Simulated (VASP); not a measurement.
# ZnSe (F-43m) in VASP: further runs, part 2 of 2

VASP 6.6.1. Earlier steps stand in the parts before.

### 3 Elastic constants, PBE

File INCAR:

```
SYSTEM = ZnSe
PREC = Accurate
ENCUT = 600
EDIFF = 1E-8
ISMEAR = 0
SIGMA = 0.01
LREAL = .False.
LASPH = .True.
NELM = 60
ALGO = Normal
ISIF = 3
LWAVE = .False.
LCHARG = .True.
GGA = PE
NBANDS = 16
IBRION = 6
NFREE = 2
POTIM = 0.015
NSW = 1
```

File KPOINTS:

```
Automatic mesh
0
Gamma
  8 8 8
  0 0 0
```

File POSCAR:

```
ZnSe
1.0
    0.0000000000      2.8663043470      2.8663043470
    2.8663043470      0.0000000000      2.8663043470
    2.8663043470      2.8663043470      0.0000000000
Zn Se
1 1
Direct
    0.0000000000      0.0000000000      0.0000000000
    0.2500000000      0.2500000000      0.2500000000
```

Potentials or basis: VASP PAW PBE potentials, release 64 (Zn, Se).

Run with:

```
cat potpaw_PBE.64/Zn/POTCAR potpaw_PBE.64/Se/POTCAR > POTCAR
mpirun -np 1 vasp_std > vasp.out
```

OUTCAR:

```text
SYSTEM = ZnSe
   PREC = Accurate
   ENCUT = 600
   EDIFF = 1E-8
   ISMEAR = 0
   LREAL = .False.
   LASPH = .True.
   NELM = 60
   ISIF = 3
   GGA = PE
   IBRION = 6
   NFREE = 2
   POTIM = 0.015
   NSW = 1

 ion  position               nearest neighbor table
   1  0.000  0.000  0.000-   2 2.48   2 2.48   2 2.48   2 2.48
   2  0.250  0.250  0.250-   1 2.48   1 2.48   1 2.48   1 2.48

  LATTYP: Found a face centered cubic cell.
 ALAT       =     5.7326086940

  Lattice vectors:

 A1 = (   0.0000000000,   2.8663043470,   2.8663043470)
 A2 = (   2.8663043470,   0.0000000000,   2.8663043470)
 A3 = (   2.8663043470,   2.8663043470,   0.0000000000)

Analysis of symmetry for initial positions (statically):
=====================================================================
 Subroutine PRICEL returns:
 Original cell was already a primitive cell.

 Routine SETGRP: Setting up the symmetry group for a
 face centered cubic supercell.

 Subroutine GETGRP returns: Found 24 space group operations
 (whereof 24 operations were pure point group operations)
 out of a pool of 48 trial point group operations.

The static configuration has the point symmetry T_d .

Analysis of symmetry for dynamics (positions and initial velocities):
=====================================================================
 Subroutine PRICEL returns:
 Original cell was already a primitive cell.

 Routine SETGRP: Setting up the symmetry group for a
 face centered cubic supercell.

 Subroutine GETGRP returns: Found 24 space group operations
 (whereof 24 operations were pure point group operations)
 out of a pool of 48 trial point group operations.

The dynamic configuration has the point symmetry T_d .

 Subroutine INISYM returns: Found 24 space group operations
 (whereof 24 operations are pure point group operations),
 and found     1 'primitive' translations

----------------------------------------------------------------------------------------

                                     Primitive cell

  volume of cell :      47.0974

  direct lattice vectors                    reciprocal lattice vectors
     0.000000000  2.866304347  2.866304347    -0.174440652  0.174440652  0.174440652
     2.866304347  0.000000000  2.866304347     0.174440652 -0.174440652  0.174440652
     2.866304347  2.866304347  0.000000000     0.174440652  0.174440652 -0.174440652

  length of vectors
     4.053566481  4.053566481  4.053566481     0.302140073  0.302140073  0.302140073

[... 233 lines left out ...]
  energy  without entropy=       -6.0287070228  energy(sigma->0) =       -6.02870702

[... ionic steps 4 to 14 ...]

--------------------------------------- Ionic step       15  -------------------------------------------

 number of electron      18.0000006 magnetization

------------------------ aborting loop because EDIFF is reached ----------------------------------------
[... 67 lines left out ...]
--------------------------------------- Ionic step       17  -------------------------------------------

 number of electron      18.0000013 magnetization

 Free energy of the ion-electron system (eV)
  ---------------------------------------------------
  ext. energy  EPLUGINS =         0.00000000
  ---------------------------------------------------
  free energy    TOTEN  =        -6.03167213 eV

  energy without entropy =       -6.03167213  energy(sigma->0) =       -6.03167213

 E-fermi :   1.4116     XC(G=0):  -9.1662

 val. band max:        1.3422871930   @ k =   0.0000   0.0000   0.0000
 cond. band min:       2.4798634921   @ k =   0.0000   0.0000   0.0000
 fundamental gap:      1.1375762991
 Fermi energy:         1.4116486690

 k-point     1 :       0.0000    0.0000    0.0000
  band No.  band energies     occupation
      1     -11.7201      2.00000
      2      -5.1102      2.00000
      3      -5.1026      2.00000
      4      -5.0951      2.00000
      5      -4.7633      2.00000
      6      -4.7633      2.00000
[... 433 lines left out ...]
      3      -4.9670      2.00000
      4      -4.7906      2.00000
      5      -4.7569      2.00000
      6      -4.5710      2.00000
[... 8 lines left out ...]
     15      13.9423      0.00000
     16      14.7394      0.00000

 [... further k-points ...]

------------------------ aborting loop because EDIFF is reached ----------------------------------------

  FORCE on cell =-STRESS in cart. coord.  units (eV):
  Direction    XX          YY          ZZ          XY          YZ          ZX
  --------------------------------------------------------------------------------------
  -------------------------------------------------------------------------------------
  Total        0.0573078      0.0587772      0.0587772      0.0000000      0.0705927      0.0000000
  in kB        1.9495194      1.9995064      1.9995064      0.0000000      2.4014497      0.0000000
  external PRESSURE =       1.9828441 kB  Pullay stress =       0.0000000 kB
[... 17 lines left out ...]
  FREE ENERGIE OF THE ION-ELECTRON SYSTEM (eV)
  ---------------------------------------------------
  free  energy   TOTEN  =        -6.0316721323 eV

  energy  without entropy=       -6.0316721323  energy(sigma->0) =       -6.03167213

 INTERNAL STRAIN TENSORS FROM STRAINED CELLS
 ============================================

 INTERNAL STRAIN TENSOR FOR ION    1 for displacements in x,y,z  (eV/Angst):
          X           Y           Z          XY          YZ          ZX
  --------------------------------------------------------------------------------
  x     0.00000    -0.00000    -0.00000     0.00000     4.71063     0.00000
  y     0.00000     0.00000    -0.00000     0.00000     0.00000     4.71059
  z     0.00000     0.00000     0.00000     4.71046     0.00000     0.00000

 INTERNAL STRAIN TENSORS FROM DISPLACED ATOMS
 ============================================

 INTERNAL STRAIN TENSOR FOR ION    1 for displacements in x,y,z  (eV/Angst):
          X           Y           Z          XY          YZ          ZX
  --------------------------------------------------------------------------------
  x     0.00000    -0.00000    -0.00000     0.00000     4.70852     0.00000
  y    -0.00000    -0.00000    -0.00000     0.00000     0.00000     4.70852
  z    -0.00000    -0.00000     0.00000     4.70852     0.00000     0.00000

 INTERNAL STRAIN TENSOR FOR ION    2 for displacements in x,y,z  (eV/Angst):
          X           Y           Z          XY          YZ          ZX
  --------------------------------------------------------------------------------
  x     0.00000     0.00000     0.00000     0.00000    -4.70509     0.00000
  y     0.00000     0.00000     0.00000     0.00000     0.00000    -4.70509
  z     0.00000     0.00000     0.00000    -4.70509     0.00000     0.00000

 Eigenvectors and eigenvalues of the dynamical matrix
 ----------------------------------------------------

   1 f  =    5.896735 THz    37.050276 2PiTHz  196.693894 cm-1    24.386924 meV
             X         Y         Z           dx          dy          dz
      0.000000  0.000000  0.000000     0.000000    0.740906    0.000000
      1.433152  1.433152  1.433152     0.000000   -0.671608    0.000000
[... 21 lines left out ...]
   6 f/i=    0.011483 THz     0.072148 2PiTHz    0.383021 cm-1     0.047489 meV
             X         Y         Z           dx          dy          dz
      0.000000  0.000000  0.000000     0.000000    0.000000   -0.671608
      1.433152  1.433152  1.433152     0.000000    0.000000   -0.740906

--------------------------------------------------------------------------------------------------------

 ELASTIC MODULI CONTR FROM IONIC RELAXATION (kBar)
 Direction    XX          YY          ZZ          XY          YZ          ZX
 --------------------------------------------------------------------------------
 XX          -0.0000     -0.0000      0.0000      0.0000     -0.0000      0.0000
 YY          -0.0000     -0.0000     -0.0000      0.0000      0.0000      0.0000
 ZZ           0.0000     -0.0000     -0.0000     -0.0000      0.0000      0.0000
 XY           0.0000      0.0000     -0.0000   -148.1499      0.0000      0.0000
 YZ          -0.0000      0.0000      0.0000      0.0000   -148.1499      0.0000
 ZX           0.0000      0.0000      0.0000      0.0000      0.0000   -148.1499
 --------------------------------------------------------------------------------

 TOTAL ELASTIC MODULI (kBar)
 Direction    XX          YY          ZZ          XY          YZ          ZX
 --------------------------------------------------------------------------------
 XX         803.7339    460.0486    460.0486     -0.0000      0.0000     -0.0000
 YY         460.0486    803.7339    460.0486      0.0000      0.0000     -0.0000
 ZZ         460.0486    460.0486    803.7339     -0.0000      0.0000     -0.0000
 XY          -0.0000      0.0000     -0.0000    372.4840      0.0000      0.0000
 YZ           0.0000      0.0000      0.0000      0.0000    372.4840      0.0000
 ZX          -0.0000     -0.0000     -0.0000      0.0000      0.0000    372.4840
 --------------------------------------------------------------------------------
```

OSZICAR:

```text
N       E                     dE             d eps       ncg     rms          rms(c)
DAV:   1     0.908983854682E+02    0.90898E+02   -0.94976E+03   928   0.142E+03
DAV:   2    -0.308520172752E+00   -0.91207E+02   -0.85868E+02  1000   0.267E+02
[... 211 lines left out ...]
DAV:   2    -0.603172753497E+01   -0.16857E-02   -0.18296E-02  3536   0.831E-01    0.828E-02
DAV:   3    -0.603167480843E+01    0.52727E-04   -0.11969E-04  3880   0.102E-01    0.360E-02
DAV:   4    -0.603167145353E+01    0.33549E-05   -0.35873E-05  3576   0.495E-02    0.748E-03
DAV:   5    -0.603167204959E+01   -0.59606E-06   -0.55502E-06  3496   0.206E-02    0.257E-03
DAV:   6    -0.603167210368E+01   -0.54089E-07   -0.25068E-07  4112   0.565E-03    0.117E-03
DAV:   7    -0.603167213801E+01   -0.34336E-07   -0.71654E-08  3616   0.331E-03    0.425E-04
DAV:   8    -0.603167213230E+01    0.57159E-08   -0.11873E-08  2648   0.178E-03
  17 F= -.60316721E+01 E0= -.60316721E+01  d E =-.140665E-25
```

It took 13 min on 1 thread of Intel Xeon Platinum 8259CL at 2.50GHz (Skylake/Cascade Lake), shared host; peak memory 0.37 GiB.

What came out:

- Elastic constants C11, C12, C44: 80, 46, 37 GPa
- Voigt bulk modulus: 57 GPa
- Highest phonon frequency at Γ, LO-TO splitting left out: 197 cm⁻¹

Phonon frequencies in cm⁻¹ (negative: imaginary):
```csv
q point,frequencies
"(0.000, 0.000, 0.000)",0 0 0 197 197 197
```

Elastic tensor in Voigt notation (GPa, in the Cartesian axes of the cell as first typed):
```
80 46 46  0  0  0
46 80 46  0  0  0
46 46 80  0  0  0
 0  0  0 37  0  0
 0  0  0  0 37  0
 0  0  0  0  0 37
```

Clamped-ion elastic tensor (GPa):
```
80 46 46  0  0  0
46 80 46  0  0  0
46 46 80  0  0  0
 0  0  0 52  0  0
 0  0  0  0 52  0
 0  0  0  0  0 52
```
